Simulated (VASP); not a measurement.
Here is a VASP 6.6.1 calculation.

Contents of POSCAR:

```
SiO2
1.0
   -2.4732445746      2.4732445746      3.6563571981
    2.4732445746     -2.4732445746      3.6563571981
    2.4732445746      2.4732445746     -3.6563571981
Si O
2 4
Direct
    0.0000000000      0.0000000000      0.0000000000
    0.7500000000      0.2500000000      0.5000000000
    0.9731664989      0.6250000000      0.8481664989
    0.3750000000      0.2231664989      0.3481664989
    0.7768335011      0.1250000000      0.1518335011
    0.8750000000      0.0268335011      0.6518335011
```

File INCAR.step1:

```
PREC = Accurate
ENCUT = 520
ISMEAR = 0
SIGMA = 0.02
LREAL = F
LASPH = T
NELM = 80
NBANDS = 25
GGA = PE
ALGO = Normal
EDIFF = 1E-4
LWAVE = T
LCHARG = F
```

The input INCAR.step2:

```
PREC = Accurate
ENCUT = 520
EDIFF = 1E-6
ISMEAR = 0
SIGMA = 0.02
LREAL = F
LASPH = T
NELM = 80
ALGO = Normal
ISIF = 2
LWAVE = F
LCHARG = F
METAGGA = R2SCAN
LMIXTAU = T
NBANDS = 25
ISTART = 1
```

File KPOINTS:

```
Automatic mesh
0
Gamma
  8 8 8
```

Potentials or basis: VASP PAW PBE potentials, release 64 (Si, O).

Command:

```sh
$ cat potpaw_PBE.64/Si/POTCAR potpaw_PBE.64/O/POTCAR > POTCAR
$ cp INCAR.step1 INCAR
$ mpirun -np 1 vasp_std > vasp.out
$ cp INCAR.step2 INCAR
$ mpirun -np 1 vasp_std > vasp.out
```

(1) What does it give for the pressure?

(2) Estimate the band gap on the k mesh.

## Answers

(1) 0.2 GPa.

(2) 6.55 eV.

Caveat: the PAW data sets were made with another functional, which shifts forces and pressure a little.
